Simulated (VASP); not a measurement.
The system is TiH5.

```
CELL_PARAMETERS angstrom
-2.13628 2.13628 2.60718
2.13628 -2.13628 2.60718
2.13628 2.13628 -2.60718
ATOMIC_POSITIONS crystal
Ti 0.50000 0.50000 0.00000
H 0.75000 0.25000 0.50000
H 0.25000 0.75000 0.50000
H 0.50000 0.00000 0.50000
H 0.00000 0.50000 0.50000
H 0.00000 0.00000 0.00000
```

The cell was generated, and may not be a known phase.

```yaml
Program: VASP 6.6.1
Task: relaxation of cell and atoms
Functional: PBE
Potentials_or_basis: VASP PAW PBE potentials, release 64 (Ti_sv, H)
Cutoff: 600 eV
k_mesh: 6 × 6 × 6
Occupations: gaussian, width 0.1 eV
Spin: no spin polarisation
```

At the start: pressure -19.2 GPa; volume 7.93 Å³/atom.

Where does the relaxation end?

Over 11 steps the energy falls by 206.8 meV/atom and the volume is 5.36 Å³/atom (-32.4 %); space group I4/mmm (No. 139, to 0.1 Å) before and after.

Step by step:
| step | energy change (eV) | largest force (eV/Å) | pressure (GPa) | volume (Å³) |
| --- | --- | --- | --- | --- |
| 1 | 0.0000 | 0.0000 | -19.25 | 47.59 |
| 2 | -0.7034 | 0.0000 | -15.54 | 41.32 |
| 3 | -1.1453 | 0.0000 | -6.72 | 35.26 |
| 4 | -0.2422 | 0.0000 | 44.05 | 24.94 |
| 5 | -1.1916 | 0.0000 | -2.21 | 33.42 |
| 6 | -1.1941 | 0.0000 | -0.59 | 32.87 |
| 7 | -1.2172 | 0.0000 | -0.30 | 32.58 |
| 8 | -1.2362 | 0.0000 | 1.52 | 31.66 |
| 9 | -1.2398 | 0.0000 | 0.78 | 31.95 |
| 10 | -1.2398 | 0.0000 | 0.86 | 31.91 |
| 11 | -1.2406 | 0.0000 | 0.04 | 32.16 |

Final structure:
```
Ti H
1.0
    -1.85880    1.85880    2.32705
     1.85880   -1.85880    2.32705
     1.85880    1.85880   -2.32705
Ti H
1 5
Direct
  0.50000 0.50000 0.00000
  0.75000 0.25000 0.50000
  0.25000 0.75000 0.50000
  0.50000 0.00000 0.50000
  0.00000 0.50000 0.50000
  0.00000 0.00000 0.00000
```

Caveat: the volume moved by over 15 % at a fixed basis, so the end points are rough; an odd number of electrons without spin polarisation forces a metal; a magnetic or distorted state may lie lower.
